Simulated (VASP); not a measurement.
# PbO (Pm-3m) in VASP: settings compared, part 2 of 2

VASP 6.6.1. Earlier steps stand in the parts before.

## Step 3: Single point, r2SCAN (volume changed by +3%)

Input file POSCAR:

```
PbO
1.0
    3.2108526231      0.0000000000      0.0000000000
    0.0000000000      3.2108526231      0.0000000000
    0.0000000000      0.0000000000      3.2108526231
Pb O
1 1
Direct
    0.0000000000      0.0000000000      0.0000000000
    0.5000000000      0.5000000000      0.5000000000
```

Input file INCAR.step1:

```
SYSTEM = PbO
PREC = Accurate
ENCUT = 520
ISMEAR = -1
SIGMA = 0.02
LREAL = .FALSE.
LASPH = .TRUE.
NELM = 60
NBANDS = 17
GGA = PE
ALGO = Normal
EDIFF = 1E-4
LWAVE = .TRUE.
LCHARG = .FALSE.
```

Input file INCAR.step2:

```
SYSTEM = PbO
PREC = Accurate
ENCUT = 520
EDIFF = 1E-7
ISMEAR = -1
SIGMA = 0.02
LREAL = .FALSE.
LASPH = .TRUE.
NELM = 60
ALGO = Normal
ISIF = 2
LWAVE = .FALSE.
LCHARG = .FALSE.
METAGGA = R2SCAN
LMIXTAU = .TRUE.
NBANDS = 17
ISTART = 1
```

Input file KPOINTS:

```
regular mesh
0
G
  6 6 6
  0 0 0
```

Potentials or basis: VASP PAW PBE potentials, release 64 (Pb_d, O).

Started as:

```console
cat potpaw_PBE.64/Pb_d/POTCAR potpaw_PBE.64/O/POTCAR > POTCAR
cp INCAR.step1 INCAR
mpirun -np 1 vasp_std > vasp.out
cp INCAR.step2 INCAR
mpirun -np 1 vasp_std > vasp.out
```

OUTCAR:

```text
SYSTEM = PbO
   PREC = Accurate
   ENCUT = 520
   EDIFF = 1E-7
   ISMEAR = -1
   LREAL = .FALSE.
   LASPH = .TRUE.
   NELM = 60
   ISIF = 2
   METAGGA = R2SCAN
   ISTART = 1

 ion  position               nearest neighbor table
   1  0.000  0.000  0.000-   2 2.78   2 2.78   2 2.78   2 2.78   2 2.78   2 2.78   2 2.78   2 2.78

   2  0.500  0.500  0.500-   1 2.78   1 2.78   1 2.78   1 2.78   1 2.78   1 2.78   1 2.78   1 2.78

  LATTYP: Found a simple cubic cell.
 ALAT       =     3.2108526231

  Lattice vectors:

 A1 = (   3.2108526231,   0.0000000000,   0.0000000000)
 A2 = (   0.0000000000,   3.2108526231,   0.0000000000)
 A3 = (   0.0000000000,   0.0000000000,   3.2108526231)

Analysis of symmetry for initial positions (statically):
=====================================================================
 Subroutine PRICEL returns:
 Original cell was already a primitive cell.

 Routine SETGRP: Setting up the symmetry group for a
 simple cubic supercell.

 Subroutine GETGRP returns: Found 48 space group operations
 (whereof 48 operations were pure point group operations)
[... 156 lines left out ...]

  energy without entropy =      -63.65507858  energy(sigma->0) =      -63.65507882

 E-fermi :   6.7675     XC(G=0): -11.7776

 val. band max:        6.5640183718   @ k =   0.5000   0.0000   0.0000
 cond. band min:       6.9709823354   @ k =   0.5000   0.0000   0.0000
 fundamental gap:      0.4069639636
 Fermi energy:         6.7675043862

 k-point     1 :       0.0000    0.0000    0.0000
  band No.  band energies     occupation
      1     -11.3746      2.00000
      2     -10.7850      2.00000
      3     -10.7850      2.00000
      4     -10.1262      2.00000
      5     -10.1262      2.00000
      6     -10.1262      2.00000
[... 377 lines left out ...]
      4     -10.2106      2.00000
      5      -9.9820      2.00000
      6      -9.9820      2.00000
[... 9 lines left out ...]
     16      20.7600      0.00000
     17      26.3012      0.00000

------------------------ aborting loop because EDIFF is reached ----------------------------------------

  FORCE on cell =-STRESS in cart. coord.  units (eV):
  Direction    XX          YY          ZZ          XY          YZ          ZX
  --------------------------------------------------------------------------------------
  -------------------------------------------------------------------------------------
  Total       -0.5873038     -0.5873038     -0.5873038     -0.0000000      0.0000000      0.0000000
  in kB      -28.4257733    -28.4257733    -28.4257733     -0.0000000      0.0000000      0.0000000
  external PRESSURE =     -28.4257733 kB  Pullay stress =       0.0000000 kB

 VOLUME and BASIS-vectors are now :
 -----------------------------------------------------------------------------
  energy-cutoff  :      520.00
  volume of cell :       33.10
      direct lattice vectors                 reciprocal lattice vectors
     3.210852623  0.000000000  0.000000000     0.311443756  0.000000000  0.000000000
     0.000000000  3.210852623  0.000000000     0.000000000  0.311443756  0.000000000
     0.000000000  0.000000000  3.210852623     0.000000000  0.000000000  0.311443756

 POSITION                                       TOTAL-FORCE (eV/Angst)
 -----------------------------------------------------------------------------------
      0.00000      0.00000      0.00000         0.000000      0.000000      0.000000
      1.60543      1.60543      1.60543         0.000000      0.000000      0.000000
 -----------------------------------------------------------------------------------
    total drift:                                0.000000      0.000000     -0.000000

  FREE ENERGIE OF THE ION-ELECTRON SYSTEM (eV)
  ---------------------------------------------------
  free  energy   TOTEN  =       -63.6550790535 eV

  energy  without entropy=      -63.6550785797  energy(sigma->0) =      -63.65507882
```

OUTCAR.step1:

```text
SYSTEM = PbO
   PREC = Accurate
   ENCUT = 520
   ISMEAR = -1
   LREAL = .FALSE.
   LASPH = .TRUE.
[... 615 lines left out ...]
      0.00000      0.00000      0.00000         0.000000      0.000000      0.000000
      1.60543      1.60543      1.60543         0.000000      0.000000      0.000000
 -----------------------------------------------------------------------------------
    total drift:                                0.000000      0.000000     -0.000000

  FREE ENERGIE OF THE ION-ELECTRON SYSTEM (eV)
  ---------------------------------------------------
  free  energy   TOTEN  =        -9.7551839497 eV

  energy  without entropy=       -9.7551839240  energy(sigma->0) =       -9.75518394
```

OSZICAR.step1:

```text
N       E                     dE             d eps       ncg     rms          rms(c)
DAV:   1     0.169653638786E+03    0.16965E+03   -0.10505E+04   688   0.146E+03
DAV:   2    -0.239776641648E+00   -0.16989E+03   -0.16079E+03   753   0.352E+02
DAV:   3    -0.117807639158E+02   -0.11541E+02   -0.11481E+02   819   0.997E+01
DAV:   4    -0.120054361026E+02   -0.22467E+00   -0.22456E+00   829   0.138E+01
DAV:   5    -0.120124189120E+02   -0.69828E-02   -0.69816E-02   988   0.243E+00    0.851E+00
DAV:   6    -0.101499044310E+02    0.18625E+01   -0.13714E+01   925   0.274E+01    0.543E+00
DAV:   7    -0.978271738181E+01    0.36719E+00   -0.20703E+00   821   0.106E+01    0.147E+00
DAV:   8    -0.980527414376E+01   -0.22557E-01   -0.52873E-01   858   0.799E+00    0.143E+00
DAV:   9    -0.975480508015E+01    0.50469E-01   -0.90708E-02   847   0.413E+00    0.163E-01
DAV:  10    -0.975539773993E+01   -0.59266E-03   -0.72915E-03   798   0.675E-01    0.119E-01
DAV:  11    -0.975529010387E+01    0.10764E-03   -0.16684E-03   754   0.322E-01    0.872E-02
DAV:  12    -0.975518360303E+01    0.10650E-03   -0.17374E-04   676   0.132E-01    0.835E-03
DAV:  13    -0.975518394969E+01   -0.34666E-06   -0.95580E-06   371   0.298E-02
   1 F= -.97551839E+01 E0= -.97551839E+01  d E =-.256538E-07
```

It took 20 s on 1 thread of Intel Xeon 6975P-C, shared host; peak memory 0.15 GiB.

What came out:

- Free energy: -63.6551 eV
- Pressure: -2.8 GPa
- Band gap on the k mesh: 0.41 eV, direct

Caveat: the PAW data sets were made with another functional, which shifts forces and pressure a little; spin-orbit coupling is left out, which moves the levels of the heavy elements. A k mesh can miss the band edges.

## Step 4: Single point, r2SCAN (volume changed by +6%)

Input file POSCAR:

```
PbO
1.0
    3.2417281001      0.0000000000      0.0000000000
    0.0000000000      3.2417281001      0.0000000000
    0.0000000000      0.0000000000      3.2417281001
Pb O
1 1
Direct
    0.0000000000      0.0000000000      0.0000000000
    0.5000000000      0.5000000000      0.5000000000
```

Input file INCAR.step1:

```
SYSTEM = PbO
PREC = Accurate
ENCUT = 520
ISMEAR = -1
SIGMA = 0.02
LREAL = .False.
LASPH = .True.
NELM = 60
NBANDS = 17
GGA = PE
ALGO = Normal
EDIFF = 1E-4
LWAVE = .True.
LCHARG = .False.
```

Input file INCAR.step2:

```
SYSTEM = PbO
PREC = Accurate
ENCUT = 520
EDIFF = 1E-6
ISMEAR = -1
SIGMA = 0.02
LREAL = .False.
LASPH = .True.
NELM = 60
ALGO = Normal
ISIF = 2
LWAVE = .False.
LCHARG = .True.
METAGGA = R2SCAN
LMIXTAU = .True.
LELF = .True.
LVHAR = .True.
NBANDS = 17
ISTART = 1
```

Input file KPOINTS:

```
regular mesh
0
Gamma
  6 6 6
  0 0 0
```

Started as:

```console
cat potpaw_PBE.64/Pb_d/POTCAR potpaw_PBE.64/O/POTCAR > POTCAR
cp INCAR.step1 INCAR
mpirun -np 1 vasp_std > vasp.out
cp INCAR.step2 INCAR
mpirun -np 1 vasp_std > vasp.out
```

Run time: 19 s. Hardware: 1 thread of Intel Xeon 6975P-C, shared host; peak memory 0.15 GiB.

Results (log left out):

* Free energy: -63.6313 eV
* Pressure: -5.4 GPa
* Band gap on the k mesh: 0.36 eV, direct

Levels at points of the mesh, in eV from the valence-band top:
| k point | band 8 | band 9 | band 10 | band 11 | band 12 | band 13 |
| --- | --- | --- | --- | --- | --- | --- |
| (0.00, 0.00, 0.00) | -1.55 | -1.55 | -1.55 | 8.80 | 8.80 | 8.80 |
| (0.50, 0.00, 0.00) | -0.80 | -0.80 | 0.00 | 0.36 | 8.08 | 8.08 |
| (0.50, 0.50, 0.00) | -4.15 | -4.15 | -0.79 | 4.26 | 4.26 | 10.41 |
| (0.50, 0.50, 0.50) | -2.00 | -2.00 | -2.00 | 1.21 | 1.21 | 1.21 |

Caveat: the PAW data sets were made with another functional, which shifts forces and pressure a little; spin-orbit coupling is left out, which moves the levels of the heavy elements. A k mesh can miss the band edges.

## Step 5: Single point, r2SCAN

Input file POSCAR:

```
PbO
1.0
    3.1793716485      0.0000000000      0.0000000000
    0.0000000000      3.1793716485      0.0000000000
    0.0000000000      0.0000000000      3.1793716485
Pb O
1 1
Direct
    0.0000000000      0.0000000000      0.0000000000
    0.5000000000      0.5000000000      0.5000000000
```

Input file INCAR.step1:

```
PREC     = Accurate       # precision mode
ENCUT    = 520            # plane-wave cutoff, eV
ISMEAR   = -1             # smearing method
SIGMA    = 0.02           # smearing width, eV
LREAL    = False          # projectors in reciprocal space
LASPH    = True           # aspherical terms in the spheres
NELM     = 60             # most SCF steps
NBANDS   = 17             # bands
GGA      = PE             # functional
ALGO     = Normal         # electronic algorithm
EDIFF    = 1E-4           # SCF threshold, eV
LWAVE    = True           # write WAVECAR
LCHARG   = False          # write CHGCAR
```

Input file INCAR.step2:

```
PREC     = Accurate       # precision mode
ENCUT    = 520            # plane-wave cutoff, eV
EDIFF    = 1E-6           # SCF threshold, eV
ISMEAR   = -1             # smearing method
SIGMA    = 0.02           # smearing width, eV
LREAL    = False          # projectors in reciprocal space
LASPH    = True           # aspherical terms in the spheres
NELM     = 60             # most SCF steps
ALGO     = Normal         # electronic algorithm
ISIF     = 2              # what is computed and relaxed
LWAVE    = False          # write WAVECAR
LCHARG   = False          # write CHGCAR
METAGGA  = R2SCAN         # meta-GGA
LMIXTAU  = True         
NBANDS   = 17             # bands
ISTART   = 1
```

Input file KPOINTS:

```
Automatic mesh
0
Gamma
  8 8 8
```

Started as:

```console
cat potpaw_PBE.64/Pb_d/POTCAR potpaw_PBE.64/O/POTCAR > POTCAR
cp INCAR.step1 INCAR
mpirun -np 1 vasp_std > vasp.out
cp INCAR.step2 INCAR
mpirun -np 1 vasp_std > vasp.out
```

Run time: 26 s. Hardware: 1 thread of Intel Xeon 6975P-C, shared host; peak memory 0.15 GiB.

It converged, with:

```yaml
Free_energy: -63.6633 eV
Pressure: 0.2 GPa
Band_gap_on_the_k_mesh: 0.41 eV, indirect (least direct gap 0.46 eV)
```

Levels at points of the mesh, in eV from the valence-band top:
```tsv
k point	band 6	band 7	band 8	band 9	band 10	band 11	band 12	band 13	band 14	band 15
(0.00, 0.00, 0.00)	-16.74	-8.48	-1.82	-1.82	-1.82	9.25	9.25	9.25	10.54	10.54
(0.50, 0.00, 0.00)	-16.72	-9.24	-1.00	-1.00	-0.05	0.41	8.39	8.39	11.89	14.18
(0.50, 0.50, 0.00)	-16.00	-5.96	-4.59	-4.59	-1.00	4.40	4.40	10.68	11.33	17.29
(0.50, 0.50, 0.50)	-16.58	-3.34	-2.27	-2.27	-2.27	1.11	1.11	1.11	14.40	14.40
```

Caveat: the PAW data sets were made with another functional, which shifts forces and pressure a little; spin-orbit coupling is left out, which moves the levels of the heavy elements.

## Step 6: Overview

```tsv
level	cell	k mesh	gap on the mesh (eV)	pressure (GPa)
PBE	a = 3.179 Å, 2 atoms	8 × 8 × 8	0.40	3.2
r2SCAN	a = 3.211 Å, 2 atoms	6 × 6 × 6	0.41	-2.8
r2SCAN	a = 3.242 Å, 2 atoms	6 × 6 × 6	0.36	-5.4
r2SCAN	a = 3.179 Å, 2 atoms	8 × 8 × 8	0.41	0.2
```

Alike in all rows: task single point; potentials or basis VASP PAW PBE potentials, release 64 (Pb_d, O); no spin polarisation; cutoff (eV) 520; smearing fermi-dirac 0.02 eV.

Caveats: spin-orbit coupling is left out, which moves the levels of the heavy elements; the PAW data sets were made with another functional, which shifts forces and pressure a little (some runs).

Total energies depend on the potentials used, so only differences within one code and one set of settings carry meaning.
